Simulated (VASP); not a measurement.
Input of a VASP 6.6.1 run:

POSCAR

```
AgBr
1.0
    0.0000000000      2.9216612883      2.9216612883
    2.9216612883      0.0000000000      2.9216612883
    2.9216612883      2.9216612883      0.0000000000
Ag Br
1 1
Direct
    0.0000000000      0.0000000000      0.0000000000
    0.5000000000      0.5000000000      0.5000000000
```

INCAR.step1

```
PREC = Accurate
ENCUT = 550
ISMEAR = 0
SIGMA = 0.02
LREAL = False
LASPH = True
NELM = 120
NBANDS = 16
GGA = PE
ALGO = Normal
EDIFF = 1E-5
LWAVE = True
LCHARG = False
GGA_COMPAT = False
```

Contents of INCAR.step2:

```
PREC = Accurate
ENCUT = 550
EDIFF = 1E-6
ISMEAR = 0
SIGMA = 0.02
LREAL = False
LASPH = True
NELM = 120
ALGO = Normal
ISIF = 2
LWAVE = False
LCHARG = False
METAGGA = R2SCAN
LMIXTAU = True
NBANDS = 16
ISTART = 1
GGA_COMPAT = False
```

The input KPOINTS:

```
Automatic mesh
0
Gamma
  8 8 8
```

Potentials or basis: VASP PAW PBE potentials, release 64 (Ag, Br).

Command:

```console
$ cat potpaw_PBE.64/Ag/POTCAR potpaw_PBE.64/Br/POTCAR > POTCAR
$ cp INCAR.step1 INCAR
$ mpirun -np 1 vasp_std > vasp.out
$ cp INCAR.step2 INCAR
$ mpirun -np 1 vasp_std > vasp.out
```

(1) What does it give for the pressure?

(2) What does it give for the band gap on the k mesh?

## Answers

(1) -1.3 GPa.

(2) 1.25 eV, indirect (least direct gap 3.08 eV).

Caveat: the PAW data sets were made with another functional, which shifts forces and pressure a little.
